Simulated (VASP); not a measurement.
# Al3N: single point with PBE

Slab: Al3N, a slab with vacuum.

```
Al N
1.0
     2.85676    0.00000    0.00000
     0.00000    2.85676    0.00000
     0.00000    0.00000   21.17470
Al N
3 1
Direct
  0.50000 0.50000 0.18890
  0.00000 0.00000 0.28736
  0.50000 0.50000 0.38606
  0.50000 0.00000 0.52632
```

| Quantity | Value |
| --- | --- |
| Program | VASP 6.6.1 |
| Task | single point |
| Functional | PBE |
| Potentials or basis | VASP PAW PBE potentials, release 64 (Al, N) |
| Cutoff | 520 eV |
| k mesh | 9 × 9 × 1 |
| Occupations | gaussian, width 0.1 eV |
| Spin | collinear spin, ferromagnetic start |
| Starting moments | [0.0, 0.0, 0.0, 3.0] μB |

```
Largest force                                         : 0.527 eV/Å
Net moment                                            : 2.78 μB per cell
Site moments                                          : Al +0.01, +0.00, -0.00; N +1.85 μB
Valence electrons inside the program's atomic spheres : Al 0.76, 0.75; N 3.29
```

Forces in eV/Å, atoms in the order of the input:
```
Al   0.000  0.000 -0.167
Al   0.000  0.000  0.025
Al   0.000  0.000  0.527
N    0.000  0.000 -0.385
```

Levels at points of the mesh, in eV from the Fermi level:
Spin up:
| k point | band 5 | band 6 | band 7 | band 8 | band 9 | band 10 | band 11 | band 12 |
| --- | --- | --- | --- | --- | --- | --- | --- | --- |
| (0.00, 0.00, 0.00) | -2.98 | -1.30 | -0.96 | -0.92 | 2.39 | 4.31 | 5.53 | 5.97 |
Spin down:
| k point | band 1 | band 2 | band 3 | band 4 | band 5 | band 6 | band 7 | band 8 | band 9 | band 10 |
| --- | --- | --- | --- | --- | --- | --- | --- | --- | --- | --- |
| (0.00, 0.00, 0.00) | -10.44 | -10.24 | -8.17 | -4.94 | -2.00 | 0.77 | 2.69 | 3.38 | 3.47 | 4.38 |

It took 7.4 min on 1 thread of Intel Xeon 8259CL (shared host), peak memory 0.42 GiB.
